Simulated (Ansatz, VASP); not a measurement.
Two plane-wave programs on SnO

INCAR

```
SYSTEM = SnO
ALGO = Normal ; EDIFF = 1E-6
ENCUT = 1340 ; GGA_COMPAT = .False.
ISIF = 2 ; ISMEAR = 0
LASPH = .True. ; LCHARG = .False.
LREAL = .False. ; LWAVE = .False.
NBANDS = 28 ; NELM = 120
PREC = Accurate ; SIGMA = 0.15
```

The input KPOINTS:

```
k-points
0
Gamma
  10 10 8
  0 0 0
```

POSCAR

```
SnO
1.0
    3.5032000000      0.0000000000      0.0000000000
    0.0000000000      3.5032000000      0.0000000000
    0.0000000000      0.0000000000      5.0277000000
Sn O
2 2
Direct
    0.0000000000      0.5000000000      0.2457459271
    0.5000000000      0.0000000000      0.7542540729
    0.0000000000      0.0000000000      0.0000000000
    0.5000000000      0.5000000000      0.0000000000
```

Input for Ansatz:

```yaml
crystal:
  lattice:
    - [3.5032, 0.0, 0.0]
    - [0.0, 3.5032, 0.0]
    - [0.0, 0.0, 5.0277]
  atoms:
    - { symbol: Sn, position: [0.0, 0.5, 0.2457459271] }
    - { symbol: Sn, position: [0.5, 0.0, 0.7542540729] }
    - { symbol: O, position: [0.0, 0.0, 0.0] }
    - { symbol: O, position: [0.5, 0.5, 0.0] }
basis:
  ecutwfc: 520.0
kpoints:
  mp_grid: { grid: [10, 10, 8] }
hamiltonian:
  xc: lda
scf:
  occupations: { method: gaussian, width: 0.15 }
output:
  forces: true
  stress: true
  eigenvalues: true
```

Alike in both runs: task single point; functional LDA; k mesh 10 × 10 × 8; occupations gaussian, width 0.15 eV; no spin polarisation.

```csv
,VASP,Ansatz
version,VASP 6.6.1,Ansatz 0.2.0
potentials or method,"VASP PAW LDA potentials, release 64 (Sn_d, O_h), cutoff 1340 eV","scalar-relativistic, plane waves, PAW"
valence electrons in the cell,40,40
```

|  | VASP | Ansatz | Ansatz less VASP |
| --- | --- | --- | --- |
| gap on the k mesh at the Fermi level (eV) | none | none | - |
| pressure (GPa) | 11.5 | 11.1 | -0.43 |
| traceless stress, the component that is largest in VASP (GPa) | -11.88 | -11.95 | -0.074 |
| rms of the force components (eV/Å) | 0.092 | 0.035 | -0.0567 |

LDA's correlation is that of Perdew and Zunger in VASP and of Perdew and Wang (1992) in Ansatz. Atom by atom the forces differ by 0.057 eV/Å (rms over components). A gap of «none» marks a metal or a gap that the smearing closes.
